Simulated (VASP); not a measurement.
# Ti: single point with PBE

Crystal: Ti.

```xyz
3
Lattice="3.8624 0.0000 0.0000 -1.9312 3.3450 0.0000 0.0000 0.0000 2.4131" Properties=species:S:1:pos:R:3 pbc="T T T"
Ti    0.0000    0.0000    0.0000
Ti    0.0000    2.2300    1.2065
Ti    1.9312    1.1150    1.2065
```

- Program: VASP 6.6.1
- Task: single point
- Functional: PBE
- Potentials or basis: VASP PAW PBE potentials, release 64 (Ti_sv)
- Cutoff: 520 eV
- k mesh: 9 × 9 × 13
- Occupations: fermi-dirac, width 0.1 eV
- Spin: no spin polarisation
- Dipole correction: no
- Further INCAR settings: ALGO = Normal; EDIFF = 1e-06; NBANDS = 25

```json
{
  "Pressure": "128.8 GPa",
  "Band gap on the k mesh": "zero (band 18 reaches 15.29 eV, above the bottom of band 19 at 14.36 eV)"
}
```

Stress tensor (GPa, compression positive):
```
129.01   0.00   0.00
  0.00 129.01   0.00
  0.00   0.00 128.38
```

Levels at points of the mesh, in eV from the Fermi level:
| k point | band 16 | band 17 | band 18 | band 19 | band 20 | band 21 |
| --- | --- | --- | --- | --- | --- | --- |
| (0.00, 0.00, 0.00) | -0.43 | -0.28 | -0.28 | 0.18 | 1.00 | 1.96 |

Run time: 34 s on 1 thread of Intel(R) Xeon(R) 6975P-C (Granite Rapids), with other jobs on the host, peak memory 0.17 GiB.
